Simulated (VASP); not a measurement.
# Pd: single point with LDA

Pd:

```
CELL_PARAMETERS angstrom
4.14202 0.00000 0.00000
0.00000 4.14202 0.00000
0.00000 0.00000 4.14202
ATOMIC_POSITIONS crystal
Pd 0.00000 0.00000 0.00000
```

```json
{"Program": "VASP 6.6.1", "Task": "single point", "Functional": "LDA", "Potentials or basis": "VASP PAW LDA potentials, release 64 (Pd)", "Cutoff": "520 eV", "k mesh": "6 × 6 × 6", "Occupations": "fermi-dirac, width 0.02 eV", "Spin": "no spin polarisation"}
```

* Pressure: -3.3 GPa
* Band gap on the k mesh: zero (band 5 reaches -2.27 eV, above the bottom of band 6 at -2.38 eV)

Levels at points of the mesh, in eV from the Fermi level:
```
           k point  band 1  band 2  band 3  band 4  band 5  band 6  band 7  band 8  band 9  band 10
(0.00, 0.00, 0.00)   -0.86   -0.52   -0.52   -0.04   -0.04   -0.04    8.02    8.02    8.02     9.59
(0.50, 0.00, 0.00)   -0.49   -0.47   -0.17   -0.17   -0.03    1.10    2.54    9.42    9.42    11.34
(0.50, 0.50, 0.00)   -0.43   -0.42   -0.15   -0.15    0.04    2.53    3.99    3.99    6.74    10.82
(0.50, 0.50, 0.50)   -0.37   -0.37   -0.37    0.04    0.04    4.06    5.36    5.36    5.36     8.56
```

Run time: 7.3 s on 1 thread of Intel Xeon 6975P-C, with other jobs on the host, peak memory 0.15 GiB.
